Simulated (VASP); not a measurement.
Wanted: the native input for a VASP 6.6.1 run.

| Quantity | Value |
| --- | --- |
| Task | single point |
| Functional | PBE |
| Potentials or basis | VASP PAW PBE potentials, release 64 (Sb) |
| Cutoff | 500 eV |
| k mesh | 12 × 12 × 12 |
| Occupations | fermi-dirac, width 0.08 eV |
| Spin | no spin polarisation |
| Dipole correction | no |
| Further INCAR settings | ALGO = Normal; EDIFF = 1e-06; NBANDS = 8 |

The structure of Sb lies in POSCAR:

```
Sb
1.0
    3.2219765188      0.0000000000      0.0000000000
    0.0000000000      3.2219765188      0.0000000000
    0.0000000000      0.0000000000      3.2219765188
Sb
1
Direct
    0.0000000000      0.0000000000      0.0000000000
```

This cell differs from its parent crystal: volume scaled by 1.06.

The input as run:

INCAR

```
SYSTEM = Sb
ALGO     = Normal         ! electronic algorithm
EDIFF    = 1E-6           ! SCF threshold, eV
ENCUT    = 500            ! plane-wave cutoff, eV
GGA      = PE             ! functional
GGA_COMPAT= .FALSE.      
ISIF     = 2              ! what is computed and relaxed
ISMEAR   = -1             ! smearing method
LASPH    = .TRUE.         ! aspherical terms in the spheres
LCHARG   = .TRUE.         ! write CHGCAR
LELF     = .TRUE.         ! ELF
LREAL    = .FALSE.        ! projectors in reciprocal space
LVHAR    = .TRUE.       
LWAVE    = .FALSE.        ! write WAVECAR
NBANDS   = 8              ! bands
NELM     = 120            ! most SCF steps
PREC     = Accurate       ! precision mode
SIGMA    = 0.08           ! smearing width, eV
```

KPOINTS

```
k-points
0
G
  12 12 12
  0 0 0
```

Potentials or basis: VASP PAW PBE potentials, release 64 (Sb).

The run is started by

```sh
$ cat potpaw_PBE.64/Sb/POTCAR > POTCAR
$ mpirun -np 1 vasp_std > vasp.out
```

It gave:

```
Pressure : -4.5 GPa
```

Wall time 8.4 s on 1 thread of AMD EPYC 9R45 96-Core Processor (Zen 5), on a shared host, peak memory 0.11 GiB.
